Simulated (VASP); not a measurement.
A run of VASP 6.6.1:

File INCAR:

```
SYSTEM = B
  PREC = Accurate
  ENCUT = 500
  EDIFF = 1E-6
  ISMEAR = 0
  SIGMA = 0.1
  LREAL = .FALSE.
  LASPH = .TRUE.
  NELM = 120
  ALGO = Normal
  ISIF = 2
  LWAVE = .FALSE.
  LCHARG = .FALSE.
  GGA = PE
  NBANDS = 12
  GGA_COMPAT = .FALSE.
```

The input KPOINTS:

```
regular mesh
0
G
  8 8 8
  0 0 0
```

Contents of POSCAR:

```
B
1.0
    2.4662637900      0.0000000000      0.0000000000
    0.0000000000      2.4662637900      0.0000000000
    0.0000000000      0.0000000000      2.1677235900
B
3
Direct
    0.5000000000      0.0000000000      0.9456100600
    0.0000000000      0.5000000000      0.9456100600
    0.0000000000      0.0000000000      0.7428543600
```

Potentials or basis: VASP PAW PBE potentials, release 64 (B).

Run with:

```sh
$ cat potpaw_PBE.64/B/POTCAR > POTCAR
$ mpirun -np 1 vasp_std > vasp.out
```

Hardware: 1 thread of Intel Xeon 8259CL (shared host).

Q: Estimate the wall time of this run.

A: Run time: 13 s on 1 thread of Intel Xeon 8259CL, with other jobs on the host, peak memory 0.12 GiB. Counts: scf iterations 12, k points 75.
